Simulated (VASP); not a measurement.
# Hg: single point with PBEsol

Hg:

```
Hg
1.0
     5.24424    0.00000    0.00000
    -2.62212    4.54164    0.00000
     0.00000    0.00000    3.04216
Hg
3
Direct
  0.33333 0.66667 0.50000
  0.66667 0.33333 0.50000
  0.00000 0.00000 0.00000
```

* Program: VASP 6.6.1
* Task: single point
* Functional: PBEsol
* Potentials or basis: VASP PAW PBE potentials, release 64 (Hg)
* Cutoff: 520 eV
* k mesh: 7 × 7 × 9
* Occupations: methfessel-paxton, width 0.1 eV
* Spin: no spin polarisation

The pressure is 0.3 GPa. The band gap on the k mesh is zero (bands 18 and 19 overlap by 3.57 eV).

Levels at points of the mesh, in eV from the Fermi level:
```tsv
k point	band 14	band 15	band 16	band 17	band 18	band 19	band 20	band 21	band 22	band 23
(0.00, 0.00, 0.00)	-6.23	-5.68	-5.68	-1.18	-0.79	1.78	1.78	1.84	1.84	8.97
```

Wall time 30 s on 1 thread of Oxide Virtual Turin-like Processor (shared host), peak memory 0.18 GiB.

Caveat: the PAW data sets were made with another functional, which shifts forces and pressure a little; spin-orbit coupling is left out, which moves the levels of the heavy elements.
